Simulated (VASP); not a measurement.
Wanted: the native input for a VASP 6.6.1 run.

```yaml
Task: relaxation of cell and atoms
Functional: PBE
Potentials_or_basis: VASP PAW PBE potentials, release 64 (Li_sv, Se)
Cutoff: 600 eV
k_mesh: 3 × 3 × 4
Occupations: gaussian, width 0.1 eV
Spin: no spin polarisation
Dipole_correction: no
Further_INCAR_settings: ALGO = Normal; EDIFF = 1e-06; IBRION = 2; EDIFFG = -0.04; NSW = 90; ISIF = 3
```

The structure of LiSe3 lies in POSCAR:

```
LiSe3
1.0
    5.8379175200      0.0000000000      0.0000000000
   -2.9189587600      5.0557848700      0.0000000000
    0.0000000000      0.0000000000      5.9659917000
Li Se
1 3
Direct
    0.0000000000      0.0000000000      0.5000000000
    0.6666666700      0.3333333300      0.7129541300
    0.6666666700      0.3333333300      0.2870458700
    0.6666666700      0.3333333300      0.0000000000
```

One way to write it, as run:

INCAR

```
ALGO = Normal ; EDIFF = 1E-6
EDIFFG = -0.04 ; ENCUT = 600
GGA = PE ; IBRION = 2
ISIF = 3 ; ISMEAR = 0
LASPH = T ; LCHARG = F
LREAL = F ; LWAVE = F
NELM = 60 ; NSW = 90
PREC = Accurate ; SIGMA = 0.1
```

KPOINTS

```
k-points
0
Gamma
  3 3 4
```

Potentials or basis: VASP PAW PBE potentials, release 64 (Li_sv, Se).

Launch:

```bash
$ cat potpaw_PBE.64/Li_sv/POTCAR potpaw_PBE.64/Se/POTCAR > POTCAR
$ mpirun -np 1 vasp_std > vasp.out
```

Results of the run:

| Quantity | Value |
| --- | --- |
| Relaxed volume | 22.56 Å³/atom |
| Relaxed cell | a = 3.633 Å, b = 3.633 Å, c = 7.893 Å, α = 90.00°, β = 90.00°, γ = 120.00° |
| Space group after relaxing (to 0.05 Å) | P-6m2 (No. 187) |
| Energy gained by relaxing | 4003.5 meV/atom |
| Ionic steps | 40 |
| Pressure after relaxing | -0.2 GPa |

Caveat: the k points lie up to 0.67 Å⁻¹ apart in the final cell; the cutoff is under 1.25 times the usual one of these potentials, so pressure, stress and relaxed cells hold a basis-set (Pulay) error; the volume moved by over 15 % at a fixed basis, so the end points are rough.

Wall time 12 min on 1 thread of Intel(R) Xeon(R) 6975P-C (Granite Rapids) (shared host), peak memory 0.36 GiB.
